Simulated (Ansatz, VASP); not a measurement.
This is a calculation of Te for Ansatz 0.2.0.

The input input.yaml:

```yaml
crystal:
  lattice:
    - [4.40946, 0.0, 0.0]
    - [-2.20473, 3.818704377, 0.0]
    - [0.0, 0.0, 5.924]
  atoms:
    - { symbol: Te, position: [0.731, 0.731, 0.0] }
    - { symbol: Te, position: [0.0, 0.269, 0.6666666667] }
    - { symbol: Te, position: [0.269, 0.0, 0.3333333333] }
hamiltonian:
  xc: pbe
  pseudopotentials: { kind: paw }
kpoints:
  mp_grid: { grid: [6, 6, 4] }
scf:
  occupations: { method: fermi_dirac, width: 0.05 }
output:
  forces: true
  stress: true
  eigenvalues: true
relax:
  f_tol: 0.01
  max_steps: 40
```

Potentials or basis: Ansatz PAW.

Command:

```console
$ ansatz run input.yaml --threads 2 --pin off --max-ram 5632MiB --backend cpu --events-out ev --progress --plain --runs-dir out
```

**Question.** Translate it to VASP 6.6.1. Potentials there: VASP PAW PBE potentials, release 64 (Te).

**Answer.** As run (the cutoff follows the program's own potentials):

The input INCAR:

```
SYSTEM = Te
ALGO = Normal
EDIFF = 1E-6
EDIFFG = -0.01
ENCUT = 520
GGA = PE
IBRION = 2
ISIF = 2
ISMEAR = -1
LASPH = .True.
LCHARG = .False.
LREAL = .False.
LWAVE = .False.
NELM = 100
NSW = 60
PREC = Accurate
SIGMA = 0.05
```

The input KPOINTS:

```
k-points
0
Gamma
  6 6 4
  0 0 0
```

The input POSCAR:

```
Te
1.0
    4.4094600000      0.0000000000      0.0000000000
   -2.2047300000      3.8187043770      0.0000000000
    0.0000000000      0.0000000000      5.9240000000
Te
3
Direct
    0.7310000000      0.7310000000      0.0000000000
    0.0000000000      0.2690000000      0.6666666667
    0.2690000000      0.0000000000      0.3333333333
```

Potentials or basis: VASP PAW PBE potentials, release 64 (Te).

Command:

```console
$ cat potpaw_PBE.64/Te/POTCAR > POTCAR
$ mpirun -np 1 vasp_std > vasp.out
```

Both were run:

|  | VASP | Ansatz | Ansatz less VASP |
| --- | --- | --- | --- |
| gap on the k mesh at the Fermi level, each at its own relaxed structure (eV) | 0.13 | 0.15 | +0.017 |

VASP's potentials hold 18 valence electrons a cell and Ansatz's 48, so a difference there can come from the potentials and not from the codes.

Spin-orbit coupling is off throughout.
